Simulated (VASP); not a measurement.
Crystal: MnO.

```
Mn O
1.0
     0.00000    2.22295    2.22295
     2.22295    0.00000    2.22295
     2.22295    2.22295    0.00000
Mn O
1 1
Direct
  0.00000 0.00000 0.00000
  0.50000 0.50000 0.50000
```

Base run:

- Program: VASP 6.6.1
- Functional: PBE
- Potentials or basis: VASP PAW PBE potentials, release 64 (Mn_pv, O)
- Cutoff: 600 eV
- k mesh: 8 × 8 × 8
- Occupations: gaussian, width 0.05 eV
- Spin: no spin polarisation

Its results: pressure -34.2 GPa.

Question: The run is repeated on the same cell with these changes: k mesh from 8 × 8 × 8 to 4 × 4 × 4. What comes out?

Answer: Pressure -34.9 GPa.

Caveats: some runs use coarse meshes; an odd number of electrons without spin polarisation forces a metal; a magnetic or distorted state may lie lower; the run has no spin polarisation, though such a crystal can be magnetic.
